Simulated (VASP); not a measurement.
Here is a VASP 6.6.1 calculation.

The input INCAR:

```
ALGO = Normal
EDIFF = 1E-6
ENCUT = 500
GGA = CA
GGA_COMPAT = F
ISIF = 2
ISMEAR = -1
LASPH = T
LCHARG = F
LREAL = F
LWAVE = F
NBANDS = 26
NELM = 120
PREC = Accurate
SIGMA = 0.15
```

File KPOINTS:

```
k-points
0
Gamma
  8 8 8
```

The input POSCAR:

```
Si
1.0
   -3.2824525811      3.2824525811      3.2824525811
    3.2824525811     -3.2824525811      3.2824525811
    3.2824525811      3.2824525811     -3.2824525811
Si
8
Direct
    0.2049358533      0.2049358533      0.2049358533
    0.5000000000      0.0000000000      0.2950641467
    0.2950641467      0.5000000000      0.0000000000
    0.0000000000      0.2950641467      0.5000000000
    0.7950641467      0.7950641467      0.7950641467
    0.5000000000      0.0000000000      0.7049358533
    0.7049358533      0.5000000000      0.0000000000
    0.0000000000      0.7049358533      0.5000000000
```

Potentials or basis: VASP PAW LDA potentials, release 64 (Si).

Launch:

```sh
$ cat potpaw_LDA.64/Si/POTCAR > POTCAR
$ mpirun -np 1 vasp_std > vasp.out
```

(1) Estimate the pressure.

(2) Predict the band gap on the k mesh.

(3) Predict the largest force.

Answers

(1) 0.1 GPa.

(2) zero (band 16 reaches 7.65 eV, above the bottom of band 17 at 7.44 eV).

(3) 0.007 eV/Å.
